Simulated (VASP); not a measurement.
Crystal: Sn.

```xyz
2
Lattice="0.0000 3.1673 3.1673 3.1673 0.0000 3.1673 3.1673 3.1673 0.0000" Properties=species:S:1:pos:R:3 pbc="T T T"
Sn    4.7510    4.7510    4.7510
Sn    3.1673    3.1673    3.1673
```

This cell differs from its parent crystal: volume scaled by 0.94.

Base run:

* Program: VASP 6.6.1
* Functional: PBE
* Potentials or basis: VASP PAW PBE potentials, release 64 (Sn_d)
* Cutoff: 520 eV
* k mesh: 7 × 7 × 7
* Occupations: fermi-dirac, width 0.05 eV
* Spin: no spin polarisation

Its results: band gap on the k mesh zero (filled and empty bands touch); pressure 7.6 GPa.

Q: The run is repeated on the same cell with these changes: functional from PBE to r2SCAN; dispersion from none to D3(BJ). What comes out?

A: Band gap on the k mesh 0.18 eV, direct; pressure 5.2 GPa.

Several settings changed at once, so the effect can't be laid on one alone.

Caveats: spin-orbit coupling is left out, which moves the levels of the heavy elements; the PAW data sets were made with another functional, which shifts forces and pressure a little (some runs).

A k mesh can miss the band edges.
